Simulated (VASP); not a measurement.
# WS2 in VASP: a series of runs

WS2 is run at these levels: PBEsol; tasks: single point.

Program: VASP 6.6.1. These are calculated values, not measurements. Logs are shortened: lines on timing, memory, paths and dates and some standing lists are left out, and cuts for length are marked.

## 1. The cell of the first run

The cell holds a slab with vacuum, 3 atoms: a = 3.184 Å, b = 3.184 Å, c = 16.951 Å, α = 90.00°, β = 90.00°, γ = 120.00°.

## 2. Single point, PBEsol

INCAR reads:

```
SYSTEM = WS2
  ALGO = Normal
  EDIFF = 1E-6
  ENCUT = 520
  GGA = PS
  ISIF = 2
  ISMEAR = 0
  LASPH = .True.
  LCHARG = .False.
  LREAL = .False.
  LWAVE = .False.
  NBANDS = 20
  NELM = 100
  PREC = Accurate
  SIGMA = 0.1
```

KPOINTS reads:

```
k-points
0
Gamma
  6 6 1
  0 0 0
```

POSCAR reads:

```
WS2
1.0
    3.1835160000      0.0000000000      0.0000000000
   -1.5917580000      2.7570060000      0.0000000000
    0.0000000000      0.0000000000     16.9505780000
W S
1 2
Direct
    0.3333333333      0.6666666667      0.0000000000
    0.6666666667      0.3333333333      0.9079990000
    0.6666666667      0.3333333333      0.0920010000
```

Potentials or basis: VASP PAW PBE potentials, release 64 (W_sv, S).

Run with:

```sh
$ cat potpaw_PBE.64/W_sv/POTCAR potpaw_PBE.64/S/POTCAR > POTCAR
$ mpirun -np 1 vasp_std > vasp.out
```

OUTCAR:

```text
SYSTEM = WS2
   EDIFF = 1E-6
   ENCUT = 520
   GGA = PS
   ISIF = 2
   ISMEAR = 0
   LASPH = .True.
   LREAL = .False.
   NELM = 100
   PREC = Accurate

 ion  position               nearest neighbor table
   1  0.333  0.667  0.000-   2 2.41   3 2.41   2 2.41   3 2.41   2 2.41   3 2.41
   2  0.667  0.333  0.908-   1 2.41   1 2.41   1 2.41
   3  0.667  0.333  0.092-   1 2.41   1 2.41   1 2.41

  LATTYP: Found a hexagonal cell.
 ALAT       =     3.1835160000
 C/A-ratio  =     5.3244833700

  Lattice vectors:

 A1 = (   3.1835160000,   0.0000000000,   0.0000000000)
 A2 = (  -1.5917580000,   2.7570060000,   0.0000000000)
 A3 = (   0.0000000000,   0.0000000000,  16.9505780000)

Analysis of symmetry for initial positions (statically):
=====================================================================
 Subroutine PRICEL returns:
 Original cell was already a primitive cell.

 Routine SETGRP: Setting up the symmetry group for a
 hexagonal supercell.

 Subroutine GETGRP returns: Found 12 space group operations
 (whereof 12 operations were pure point group operations)
 out of a pool of 24 trial point group operations.

The static configuration has the point symmetry D_3h.

Analysis of symmetry for dynamics (positions and initial velocities):
=====================================================================
 Subroutine PRICEL returns:
 Original cell was already a primitive cell.

 Routine SETGRP: Setting up the symmetry group for a
 hexagonal supercell.

 Subroutine GETGRP returns: Found 12 space group operations
 (whereof 12 operations were pure point group operations)
 out of a pool of 24 trial point group operations.

The dynamic configuration has the point symmetry D_3h.

 Subroutine INISYM returns: Found 12 space group operations
 (whereof 12 operations are pure point group operations),
 and found     1 'primitive' translations

----------------------------------------------------------------------------------------

                                     Primitive cell

  volume of cell :     148.7748

  direct lattice vectors                    reciprocal lattice vectors
     3.183516000  0.000000000  0.000000000     0.314118101  0.181356152  0.000000000
    -1.591758000  2.757006000  0.000000000     0.000000000  0.362712305  0.000000000
     0.000000000  0.000000000 16.950578000     0.000000000  0.000000000  0.058995038

  length of vectors
     3.183516000  3.183516234 16.950578000     0.362712331  0.362712305  0.058995038

  position of ions in fractional coordinates (direct lattice)
     0.333333333  0.666666667  0.000000000
     0.666666667  0.333333333  0.907999000
     0.666666667  0.333333333  0.092001000

  ion indices of the primitive-cell ions
   primitive index   ion index
                 1           1
                 2           2
                 3           3

----------------------------------------------------------------------------------------

 KPOINTS: k-points

Automatic generation of k-mesh.
 Grid dimensions read from file:
 generate k-points for:    6    6    1

 Generating k-lattice:

  Cartesian coordinates                     Fractional coordinates (reciprocal lattice)
     0.052353017  0.030226025  0.000000000     0.166666667  0.000000000  0.000000000
     0.000000000  0.060452051  0.000000000     0.000000000  0.166666667  0.000000000
     0.000000000  0.000000000  0.058995038     0.000000000  0.000000000  1.000000000

  Length of vectors
     0.060452055  0.060452051  0.058995038

  Shift w.r.t. Gamma in fractional coordinates (k-lattice)
     0.000000000  0.000000000  0.000000000

 Subroutine IBZKPT returns following result:
 ===========================================

 Found      7 irreducible k-points:

 Following reciprocal coordinates:
            Coordinates               Weight
  0.000000  0.000000  0.000000      1.000000
  0.166667  0.000000  0.000000      6.000000
  0.333333 -0.000000  0.000000      6.000000
  0.500000  0.000000  0.000000      3.000000
  0.166667  0.166667  0.000000      6.000000
  0.333333  0.166667  0.000000     12.000000
  0.333333  0.333333  0.000000      2.000000
   k-points           NKPTS =      7   k-points in BZ     NKDIM =      7   number of bands    NBANDS=     20
   number of dos      NEDOS =    301   number of ions     NIONS =      3
   total plane-waves  NPLWV =  72576
   dimension x,y,z NGX =    24 NGY =   24 NGZ =  126
   dimension x,y,z NGXF=    48 NGYF=   48 NGZF=  252
   ions per type =               1   2
   NGX,Y,Z   is equivalent  to a cutoff of  12.53, 12.53, 12.36 a.u.
   NGXF,Y,Z  is equivalent  to a cutoff of  25.07, 25.07, 24.72 a.u.
 SYSTEM =  WS2
   PREC   = accura    normal or accurate (medium, high low for compatibility)
   ISTART =      0    job   : 0-new  1-cont  2-samecut
   ICHARG =      2    charge: 1-file 2-atom 10-const
   ISPIN  =      1    spin polarized calculation?
   LNONCOLLINEAR =      F non collinear calculations
   LSORBIT =      F    spin-orbit coupling
   LASPH  =      T    aspherical Exc in radial PAW
   ENCUT  =  520.0 eV  38.22 Ry    6.18 a.u.   5.92  5.92 31.52*2*pi/ulx,y,z
   NELM   =    100;   NELMIN=  2; NELMDL= -5     # of ELM steps
   EDIFF  = 0.1E-05   stopping-criterion for ELM
   LREAL  =      F    real-space projection
[... 7 lines left out ...]
   TEBEG  =    0.0;   TEEND  =   0.0 temperature during run
   PSTRESS=    0.0 pullay stress
   NELECT =      26.0000    total number of electrons
   NUPDOWN=      -1.0000    fix difference up-down
   EMIN   =  10.00;   EMAX   =-10.00  energy-range for DOS
   EFERMI =   0.00;   METHOD = LEGACY
   ISMEAR =     0;   SIGMA  =   0.10  broadening in eV -4-tet -1-fermi 0-gaus
   EFERMI_NEDOS =   21; number of points for ismear=-14 and -15
   IALGO  =     38    algorithm
   IMIX   =      4    mixing-type and parameters
     AMIX     =   0.40;   BMIX     =  1.00
     AMIX_MAG =   1.60;   BMIX_MAG =  1.00
  volume/ion in A,a.u.               =      49.59       334.66
  Fermi-wavevector in a.u.,A,eV,Ry     =   0.915285  1.729637 11.398227  0.837746
  Thomas-Fermi vector in A             =   2.040009
   LORBIT       =      0    0 simple, 1 ext, 2 COOP (PROOUT), +10 PAW based schemes
   GGA     = PS    functional components
   LHFCALC =     F    Hartree Fock is set to
   AEXX    =    0.0000 exact exchange contribution
   IVDW    =     0    specifies the selected vdW correction
   LEPSILON=     F    determine dielectric tensor
   LRPA    =     F    only Hartree local field effects (RPA)
 non-spin polarized calculation
 Gauss-broadening in eV      SIGMA  =   0.10
  energy-cutoff  :      520.00
  volume of cell :      148.77
 maximum number of plane-waves:      4024
 NGX is ok and might be reduce to    24
   NGX = 11   NGY = 11   NGZ = 63

 number of electron      25.9999999 magnetization

 Free energy of the ion-electron system (eV)
  ---------------------------------------------------
  ext. energy  EPLUGINS =         0.00000000
  ---------------------------------------------------
  free energy    TOTEN  =       -25.23255326 eV

  energy without entropy =      -25.23255326  energy(sigma->0) =      -25.23255326

 E-fermi :  -0.8151     XC(G=0):  -4.5503

 val. band max:       -1.2783532498   @ k =   0.3333   0.3333   0.0000
 cond. band min:       0.5073783719   @ k =   0.3333   0.3333   0.0000
 fundamental gap:      1.7857316217
 Fermi energy:        -0.8150897551

 k-point     1 :       0.0000    0.0000    0.0000
  band No.  band energies     occupation
      1     -75.2301      2.00000
      2     -39.4788      2.00000
      3     -39.3219      2.00000
      4     -39.3219      2.00000
      5     -16.0307      2.00000
      6     -14.3470      2.00000
[... 12 lines left out ...]
     19       4.3068      0.00000
     20       4.3257      0.00000

 k-point     2 :       0.1667    0.0000    0.0000
  band No.  band energies     occupation
      1     -75.2258      2.00000
      2     -39.4633      2.00000
      3     -39.4073      2.00000
      4     -39.3418      2.00000
      5     -15.5861      2.00000
      6     -14.1875      2.00000
[... 12 lines left out ...]
     19       4.8549      0.00000
     20       5.5529      0.00000

 k-point     3 :       0.3333   -0.0000    0.0000
  band No.  band energies     occupation
      1     -75.2175      2.00000
      2     -39.5743      2.00000
      3     -39.4324      2.00000
      4     -39.3814      2.00000
      5     -14.5438      2.00000
      6     -13.8237      2.00000
[... 12 lines left out ...]
     19       6.0491      0.00000
     20       6.0628      0.00000

 k-point     4 :       0.5000    0.0000    0.0000
  band No.  band energies     occupation
      1     -75.2133      2.00000
      2     -39.6561      2.00000
      3     -39.4168      2.00000
      4     -39.4010      2.00000
      5     -13.8871      2.00000
      6     -13.6110      2.00000
[... 12 lines left out ...]
     19       6.3722      0.00000
     20       6.6603      0.00000

 k-point     5 :       0.1667    0.1667    0.0000
  band No.  band energies     occupation
      1     -75.2196      2.00000
      2     -39.5173      2.00000
      3     -39.4401      2.00000
      4     -39.3876      2.00000
      5     -14.8327      2.00000
      6     -13.9177      2.00000
[... 12 lines left out ...]
     19       5.8262      0.00000
     20       6.6862      0.00000

 k-point     6 :       0.3333    0.1667    0.0000
  band No.  band energies     occupation
      1     -75.2133      2.00000
      2     -39.6144      2.00000
      3     -39.4442      2.00000
      4     -39.4168      2.00000
      5     -13.9105      2.00000
      6     -13.5915      2.00000
[... 12 lines left out ...]
     19       6.9973      0.00000
     20       7.2442      0.00000

 k-point     7 :       0.3333    0.3333    0.0000
  band No.  band energies     occupation
      1     -75.2112      2.00000
      2     -39.5725      2.00000
      3     -39.5384      2.00000
      4     -39.4091      2.00000
      5     -13.5669      2.00000
      6     -13.4448      2.00000
[... 12 lines left out ...]
     19       5.8031      0.00000
     20       8.0781      0.00000

------------------------ aborting loop because EDIFF is reached ----------------------------------------

  FORCE on cell =-STRESS in cart. coord.  units (eV):
  Direction    XX          YY          ZZ          XY          YZ          ZX
  --------------------------------------------------------------------------------------
  -------------------------------------------------------------------------------------
  Total       -1.2690264     -1.2690267     -0.3374893      0.0000000      0.0000000      0.0000000
  in kB      -13.6663324    -13.6663351     -3.6344717      0.0000000      0.0000000      0.0000000
  external PRESSURE =     -10.3223797 kB  Pullay stress =       0.0000000 kB

 VOLUME and BASIS-vectors are now :
 -----------------------------------------------------------------------------
  energy-cutoff  :      520.00
  volume of cell :      148.77
      direct lattice vectors                 reciprocal lattice vectors
     3.183516000  0.000000000  0.000000000     0.314118101  0.181356152  0.000000000
    -1.591758000  2.757006000  0.000000000     0.000000000  0.362712305  0.000000000
     0.000000000  0.000000000 16.950578000     0.000000000  0.000000000  0.058995038

 POSITION                                       TOTAL-FORCE (eV/Angst)
 -----------------------------------------------------------------------------------
     -0.00000      1.83800      0.00000        -0.000000      0.000000      0.000000
      1.59176      0.91900     15.39111        -0.000000      0.000000      0.099085
      1.59176      0.91900      1.55947         0.000000      0.000000     -0.099085
 -----------------------------------------------------------------------------------
    total drift:                                0.000000      0.000003      0.000000

  FREE ENERGIE OF THE ION-ELECTRON SYSTEM (eV)
  ---------------------------------------------------
  free  energy   TOTEN  =       -25.2325532575 eV

  energy  without entropy=      -25.2325532575  energy(sigma->0) =      -25.23255326
```

Run time: 56 s. Hardware: 1 thread of Intel Xeon 8259CL, shared host; peak memory 0.25 GiB.

Results:

| Item | Value |
| --- | --- |
| Free energy | -25.2326 eV |
| Largest force | 0.099 eV/Å |
| Band gap on the k mesh | 1.79 eV, direct |

Forces in eV/Å, atoms in the order of the input:
```
W    0.000  0.000  0.000
S    0.000  0.000  0.099
S    0.000  0.000 -0.099
```

Caveat: the PAW data sets were made with another functional, which shifts forces and pressure a little; spin-orbit coupling is left out, which moves the levels of the heavy elements.

## 3. Single point, PBEsol

INCAR reads:

```
ALGO     = Normal         # electronic algorithm
EDIFF    = 1E-6           # SCF threshold, eV
ENCUT    = 520            # plane-wave cutoff, eV
GGA      = PS             # functional
ISIF     = 2              # what is computed and relaxed
ISMEAR   = 0              # smearing method
LASPH    = True           # aspherical terms in the spheres
LCHARG   = False          # write CHGCAR
LREAL    = False          # projectors in reciprocal space
LWAVE    = False          # write WAVECAR
NBANDS   = 20             # bands
NELM     = 100            # most SCF steps
PREC     = Accurate       # precision mode
SIGMA    = 0.1            # smearing width, eV
```

KPOINTS reads:

```
k-points
0
Gamma
  8 8 2
```

POSCAR is that of step 2.

Potentials or basis: VASP PAW PBE potentials, release 64 (W_sv, S).

Run with:

```sh
$ cat potpaw_PBE.64/W_sv/POTCAR potpaw_PBE.64/S/POTCAR > POTCAR
$ mpirun -np 1 vasp_std > vasp.out
```

Run time: 2 min. Hardware: 1 thread of Intel Xeon 8259CL, shared host; peak memory 0.26 GiB.

The run converged. Its results:

| Item | Value |
| --- | --- |
| Free energy | -25.2353 eV |
| Largest force | 0.104 eV/Å |
| Band gap on the k mesh | 2.07 eV, indirect (least direct gap 2.25 eV) |

Forces in eV/Å, atoms in the order of the input:
```
W    0.000  0.000  0.000
S    0.000  0.000  0.104
S    0.000  0.000 -0.104
```

Levels at points of the mesh, in eV from the valence-band top:
| k point | band 11 | band 12 | band 13 | band 14 | band 15 | band 16 |
| --- | --- | --- | --- | --- | --- | --- |
| (0.00, 0.00, 0.00) | -1.64 | -1.64 | 0.00 | 2.90 | 2.90 | 3.10 |
| (0.50, 0.00, 0.00) | -2.08 | -1.27 | -0.92 | 2.85 | 3.31 | 4.06 |
| (0.00, 0.00, 0.50) | -1.64 | -1.64 | 0.00 | 2.90 | 2.90 | 3.10 |
| (0.50, 0.00, 0.50) | -2.08 | -1.27 | -0.92 | 2.85 | 3.31 | 4.06 |

Caveat: the PAW data sets were made with another functional, which shifts forces and pressure a little; spin-orbit coupling is left out, which moves the levels of the heavy elements.

[end of part 1 of 2]
